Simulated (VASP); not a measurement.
Os: single point with PBE0

Crystal: Os.

```
Os
1.0
     2.73410    0.00000    0.00000
    -1.36705    2.36780    0.00000
     0.00000    0.00000    4.31970
Os
2
Cartesian
  1.3671 0.7893 3.2398
  0.0000 1.5785 1.0799
```

```
Program             : VASP 6.6.1
Task                : single point
Functional          : PBE0
Potentials or basis : VASP PAW PBE potentials, release 64 (Os)
Cutoff              : 520 eV
k mesh              : 6 × 6 × 3
Occupations         : fermi-dirac, width 0.05 eV
Spin                : no spin polarisation
```

```
Pressure               : -3.7 GPa
Band gap on the k mesh : zero (bands 8 and 9 overlap by 5.20 eV)
```

Stress tensor (GPa, compression positive):
```
-1.55  0.00  0.00
 0.00 -1.55  0.00
 0.00  0.00 -7.97
```

Levels at points of the mesh, in eV from the Fermi level:
```tsv
k point	band 4	band 5	band 6	band 7	band 8	band 9	band 10	band 11	band 12	band 13
(0.00, 0.00, 0.00)	-3.89	-3.50	-2.98	-2.98	-2.27	-2.27	-0.49	2.45	2.45	10.69
(0.50, 0.00, 0.00)	-4.54	-3.60	-3.35	-2.47	2.93	3.53	3.55	5.56	6.95	10.84
```

Run time: 17 min on 1 thread of Intel(R) Xeon(R) Platinum 8259CL CPU @ 2.50GHz (Skylake/Cascade Lake) (shared host), peak memory 0.16 GiB.

Caveat: the k points lie up to 0.48 Å⁻¹ apart, too coarse for converged energies and pressures of a metal; the PAW data sets were made with another functional, which shifts forces and pressure a little; spin-orbit coupling is left out, which moves the levels of the heavy elements.
